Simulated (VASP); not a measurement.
Here is a VASP 6.6.1 calculation.

Contents of INCAR:

```
SYSTEM = Ti
PREC = Accurate
ENCUT = 520
EDIFF = 1E-7
ISMEAR = -1
SIGMA = 0.1
LREAL = .False.
LASPH = .True.
NELM = 100
ALGO = Normal
ISIF = 2
LWAVE = .False.
LCHARG = .False.
GGA = PE
NBANDS = 12
```

The input KPOINTS:

```
regular mesh
0
Gamma
  18 18 18
  0 0 0
```

File POSCAR:

```
Ti
1.0
   -1.5021414118      1.5021414118      1.5021414118
    1.5021414118     -1.5021414118      1.5021414118
    1.5021414118      1.5021414118     -1.5021414118
Ti
1
Direct
    0.0000000000      0.0000000000      0.0000000000
```

Potentials or basis: VASP PAW PBE potentials, release 64 (Ti_sv).

The run is started by

```console
$ cat potpaw_PBE.64/Ti_sv/POTCAR > POTCAR
$ mpirun -np 1 vasp_std > vasp.out
```

Q: Estimate the pressure.

A: 37.3 GPa.

Q: What does it give for the band gap on the k mesh?

A: Zero (band 6 reaches 12.11 eV, above the bottom of band 7 at 10.15 eV).
